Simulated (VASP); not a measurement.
# AgCl (Pm-3m) in VASP: further runs, part 2 of 2

VASP 6.6.1.

## 5. Single point, PBE (volume scaled by 1.02)

The input, INCAR:

```
SYSTEM = AgCl
PREC = Accurate ; ENCUT = 520
EDIFF = 1E-6 ; ISMEAR = -1
SIGMA = 0.01 ; LREAL = .False.
LASPH = .True. ; NELM = 60
ALGO = Normal ; ISIF = 2
LWAVE = .False. ; LCHARG = .False.
GGA = PE ; NBANDS = 16
```

The input, KPOINTS:

```
regular mesh
0
Gamma
  9 9 9
  0 0 0
```

The input, POSCAR:

```
AgCl
1.0
    3.4567152058      0.0000000000      0.0000000000
    0.0000000000      3.4567152058      0.0000000000
    0.0000000000      0.0000000000      3.4567152058
Ag Cl
1 1
Direct
    0.0000000000      0.0000000000      0.0000000000
    0.5000000000      0.5000000000      0.5000000000
```

Potentials or basis: VASP PAW PBE potentials, release 64 (Ag, Cl).

The run is started by

```bash
$ cat potpaw_PBE.64/Ag/POTCAR potpaw_PBE.64/Cl/POTCAR > POTCAR
$ mpirun -np 1 vasp_std > vasp.out
```

OUTCAR:

```text
SYSTEM = AgCl
   PREC = Accurate
   ENCUT = 520
   EDIFF = 1E-6
   ISMEAR = -1
   LREAL = .False.
   LASPH = .True.
   NELM = 60
   ISIF = 2
   GGA = PE

 ion  position               nearest neighbor table
   1  0.000  0.000  0.000-   2 2.99   2 2.99   2 2.99   2 2.99   2 2.99   2 2.99   2 2.99   2 2.99

   2  0.500  0.500  0.500-   1 2.99   1 2.99   1 2.99   1 2.99   1 2.99   1 2.99   1 2.99   1 2.99

  LATTYP: Found a simple cubic cell.
 ALAT       =     3.4567152058

  Lattice vectors:

 A1 = (   3.4567152058,   0.0000000000,   0.0000000000)
 A2 = (   0.0000000000,   3.4567152058,   0.0000000000)
 A3 = (   0.0000000000,   0.0000000000,   3.4567152058)

Analysis of symmetry for initial positions (statically):
=====================================================================
 Subroutine PRICEL returns:
 Original cell was already a primitive cell.

 Routine SETGRP: Setting up the symmetry group for a
 simple cubic supercell.

 Subroutine GETGRP returns: Found 48 space group operations
[... 9 lines left out ...]

 Routine SETGRP: Setting up the symmetry group for a
 simple cubic supercell.

 Subroutine GETGRP returns: Found 48 space group operations
[... 11 lines left out ...]
                                     Primitive cell

  volume of cell :      41.3039

  direct lattice vectors                    reciprocal lattice vectors
     3.456715206  0.000000000  0.000000000     0.289291984  0.000000000  0.000000000
     0.000000000  3.456715206  0.000000000     0.000000000  0.289291984  0.000000000
     0.000000000  0.000000000  3.456715206     0.000000000  0.000000000  0.289291984

  length of vectors
     3.456715206  3.456715206  3.456715206     0.289291984  0.289291984  0.289291984

  position of ions in fractional coordinates (direct lattice)
     0.000000000  0.000000000  0.000000000
     0.500000000  0.500000000  0.500000000

  ion indices of the primitive-cell ions
   primitive index   ion index
                 1           1
                 2           2
[... 87 lines left out ...]
   ISMEAR =    -1;   SIGMA  =   0.01  broadening in eV -4-tet -1-fermi 0-gaus
   EFERMI_NEDOS =   21; number of points for ismear=-14 and -15
   IALGO  =     38    algorithm
   IMIX   =      4    mixing-type and parameters
     AMIX     =   0.40;   BMIX     =  1.00
     AMIX_MAG =   1.60;   BMIX_MAG =  1.00
  volume/ion in A,a.u.               =      20.65       139.37
  Fermi-wavevector in a.u.,A,eV,Ry     =   1.241182  2.345494 20.960214  1.540532
  Thomas-Fermi vector in A             =   2.375591
   LORBIT       =      0    0 simple, 1 ext, 2 COOP (PROOUT), +10 PAW based schemes
   GGA     = PE    functional components
   LHFCALC =     F    Hartree Fock is set to
   AEXX    =    0.0000 exact exchange contribution
   IVDW    =     0    specifies the selected vdW correction
   LEPSILON=     F    determine dielectric tensor
   LRPA    =     F    only Hartree local field effects (RPA)
 non-spin polarized calculation
  energy-cutoff  :      520.00
  volume of cell :       41.30
 maximum number of plane-waves:      1141
 NGX is ok and might be reduce to    28
   NGX = 13   NGY = 13   NGZ = 13

 number of electron      18.0000000 magnetization

 Free energy of the ion-electron system (eV)
  ---------------------------------------------------
  ext. energy  EPLUGINS =         0.00000000
  ---------------------------------------------------
  free energy    TOTEN  =        -5.11910179 eV

  energy without entropy =       -5.11910179  energy(sigma->0) =       -5.11910179

 E-fermi :   3.8393     XC(G=0): -10.2796

 val. band max:        3.6117392173   @ k =   0.4444   0.0000   0.0000
 cond. band min:       4.2126858660   @ k =   0.0000   0.0000   0.0000
 fundamental gap:      0.6009466487
 Fermi energy:         3.8392821156

 k-point     1 :       0.0000    0.0000    0.0000
  band No.  band energies     occupation
      1     -10.8064      2.00000
      2       1.0061      2.00000
      3       1.0061      2.00000
      4       1.9041      2.00000
      5       1.9041      2.00000
      6       1.9041      2.00000
[... 433 lines left out ...]
      3       0.2703      2.00000
      4       1.3415      2.00000
      5       1.5071      2.00000
      6       1.6509      2.00000
[... 8 lines left out ...]
     15      17.6581      0.00000
     16      19.4722      0.00000

 [... further k-points ...]

------------------------ aborting loop because EDIFF is reached ----------------------------------------

  FORCE on cell =-STRESS in cart. coord.  units (eV):
  Direction    XX          YY          ZZ          XY          YZ          ZX
  --------------------------------------------------------------------------------------
  -------------------------------------------------------------------------------------
  Total       -0.2882890     -0.2882890     -0.2882890      0.0000000     -0.0000000      0.0000000
  in kB      -11.1827305    -11.1827305    -11.1827305      0.0000000     -0.0000000      0.0000000
  external PRESSURE =     -11.1827305 kB  Pullay stress =       0.0000000 kB

 VOLUME and BASIS-vectors are now :
 -----------------------------------------------------------------------------
  energy-cutoff  :      520.00
  volume of cell :       41.30
      direct lattice vectors                 reciprocal lattice vectors
     3.456715206  0.000000000  0.000000000     0.289291984  0.000000000  0.000000000
     0.000000000  3.456715206  0.000000000     0.000000000  0.289291984  0.000000000
     0.000000000  0.000000000  3.456715206     0.000000000  0.000000000  0.289291984

 POSITION                                       TOTAL-FORCE (eV/Angst)
 -----------------------------------------------------------------------------------
      0.00000      0.00000      0.00000         0.000000      0.000000      0.000000
      1.72836      1.72836      1.72836         0.000000      0.000000      0.000000
 -----------------------------------------------------------------------------------
    total drift:                               -0.000000      0.000000      0.000000

  FREE ENERGIE OF THE ION-ELECTRON SYSTEM (eV)
  ---------------------------------------------------
  free  energy   TOTEN  =        -5.1191017892 eV

  energy  without entropy=       -5.1191017892  energy(sigma->0) =       -5.11910179
```

OSZICAR:

```text
N       E                     dE             d eps       ncg     rms          rms(c)
DAV:   1     0.993620503996E+02    0.99362E+02   -0.87674E+03  1128   0.102E+03
DAV:   2    -0.194901283867E+01   -0.10131E+03   -0.92636E+02  1408   0.222E+02
DAV:   3    -0.540396754763E+01   -0.34550E+01   -0.34475E+01  1400   0.433E+01
DAV:   4    -0.542663021791E+01   -0.22663E-01   -0.22661E-01  1416   0.380E+00
DAV:   5    -0.542691160435E+01   -0.28139E-03   -0.28139E-03  1448   0.416E-01    0.511E+00
DAV:   6    -0.513230507311E+01    0.29461E+00   -0.35781E-01  1368   0.848E+00    0.345E+00
DAV:   7    -0.512293374538E+01    0.93713E-02   -0.13969E-01  1200   0.251E+00    0.199E+00
DAV:   8    -0.511939480479E+01    0.35389E-02   -0.78016E-03  1320   0.886E-01    0.392E-01
DAV:   9    -0.511905387464E+01    0.34093E-03   -0.76188E-04  1440   0.421E-01    0.597E-02
DAV:  10    -0.511909234700E+01   -0.38472E-04   -0.15138E-04  1304   0.125E-01    0.485E-02
DAV:  11    -0.511910207180E+01   -0.97248E-05   -0.88509E-06  1336   0.248E-02    0.104E-02
DAV:  12    -0.511910178924E+01    0.28257E-06   -0.42570E-07   792   0.571E-03
   1 F= -.51191018E+01 E0= -.51191018E+01  d E =-.104096E-11
```

Wall time 22 s (1 thread of Intel Xeon Platinum 8375C at 2.90GHz (Ice Lake), shared host); peak memory 0.16 GiB.

Results:

* Free energy: -5.1191 eV
* Pressure: -1.1 GPa
* Band gap on the k mesh: 0.60 eV, indirect (least direct gap 2.01 eV)

## 6. Summary

| cell | gap on the mesh (eV) | pressure (GPa) |
| --- | --- | --- |
| a = 3.462 Å, 2 atoms | 0.60 | -1.3 |
| a = 3.490 Å, 2 atoms | 0.60 | -2.2 |
| a = 3.479 Å, 2 atoms | 0.60 | -1.9 |
| a = 3.457 Å, 2 atoms | 0.60 | -1.1 |

Alike in all rows: task single point; level PBE; potentials or basis VASP PAW PBE potentials, release 64 (Ag, Cl); no spin polarisation; k mesh 9 × 9 × 9; cutoff (eV) 520; smearing fermi-dirac 0.01 eV.

Absolute energies hang on the potentials; compare differences alone.
